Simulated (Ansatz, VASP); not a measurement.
# One calculation of Ti3W, two programs

```
CELL_PARAMETERS angstrom
4.06842 0.00000 0.00000
0.00000 4.06842 0.00000
0.00000 0.00000 4.06842
ATOMIC_POSITIONS crystal
Ti 0.50000 0.00000 0.50000
Ti 0.00000 0.50000 0.50000
Ti 0.50000 0.50000 0.00000
W 0.00000 0.00000 0.00000
```

Alike in both runs: functional PBE; k mesh 4 × 4 × 4; occupations gaussian, width 0.1 eV; no spin polarisation.

Ansatz relaxed the structure, and its values are those at the end. VASP's run is a single point on that final structure, the one shown.

```csv
,VASP,Ansatz
version,VASP 6.6.1,Ansatz 0.2.0
potentials or method,"VASP PAW PBE potentials, release 64 (Ti_sv, W_sv), cutoff 520 eV","scalar-relativistic, plane waves, PAW"
valence electrons in the cell,50,50
```

```csv
,VASP,Ansatz,Ansatz less VASP
gap on the k mesh at the Fermi level (eV),none,none,-
pressure (GPa),-0.1,0.0,+0.16
```

A gap of «none» marks a metal or a gap that the smearing closes.

The k mesh is coarse, so the values compare programs but aren't converged. Neither program's run includes spin-orbit coupling.
